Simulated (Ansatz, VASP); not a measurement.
# Cu in VASP and in Ansatz

File INCAR:

```
  PREC = Accurate
  ENCUT = 600
  EDIFF = 1E-6
  ISMEAR = -1
  SIGMA = 0.05
  LREAL = F
  LASPH = T
  NELM = 80
  ALGO = Normal
  ISIF = 3
  LWAVE = F
  LCHARG = F
  GGA = PE
  IBRION = 2
  NSW = 80
  EDIFFG = -0.01
```

File KPOINTS:

```
regular mesh
0
Gamma
  18 18 18
```

Contents of POSCAR:

```
Cu
1.0
    0.0000000000      1.8074800000      1.8074800000
    1.8074800000      0.0000000000      1.8074800000
    1.8074800000      1.8074800000      0.0000000000
Cu
1
Direct
    0.0000000000      0.0000000000      0.0000000000
```

Input for Ansatz:

```yaml
crystal:
  lattice:
    - [0.0, 1.80748, 1.80748]
    - [1.80748, 0.0, 1.80748]
    - [1.80748, 1.80748, 0.0]
  atoms:
    - { symbol: Cu, position: [0.0, 0.0, 0.0] }
basis:
  ecutwfc: 420
  xc_grid: 2
hamiltonian:
  xc: pbe
  pseudopotentials: { kind: paw, azcp: { folder: soft_1 } }
kpoints:
  mp_grid: { grid: [18, 18, 18] }
scf:
  occupations: { method: fermi_dirac, width: 0.05 }
  max_iter: 150
output:
  forces: true
  stress: true
relax:
  f_tol: 0.01
  max_steps: 60
  cell: {}
checkpoint:
  write: "../pbe.run"
  compress: false
  write_wavefunctions: false
  write_every: 100000
```

Alike in both runs: task relaxation of cell and atoms; functional PBE; k mesh 18 × 18 × 18; occupations fermi-dirac, width 0.05 eV; no spin polarisation.

|  | VASP | Ansatz |
| --- | --- | --- |
| version | VASP 6.6.1 | Ansatz 0.2.0 |
| potentials or method | VASP PAW PBE potentials, release 64 (Cu), cutoff 600 eV | plane-wave PAW DFT |
| valence electrons in the cell | 11 | 19 |

```csv
,VASP,Ansatz,Ansatz less VASP
relaxed volume (Å³/atom),12.01,11.95,-0.058
relaxed cell length with the largest relative difference (Å),2.571,2.567,-0.0042
```

VASP's potentials hold 11 valence electrons a cell and Ansatz's 19, so a difference there can come from the potentials and not from the codes.
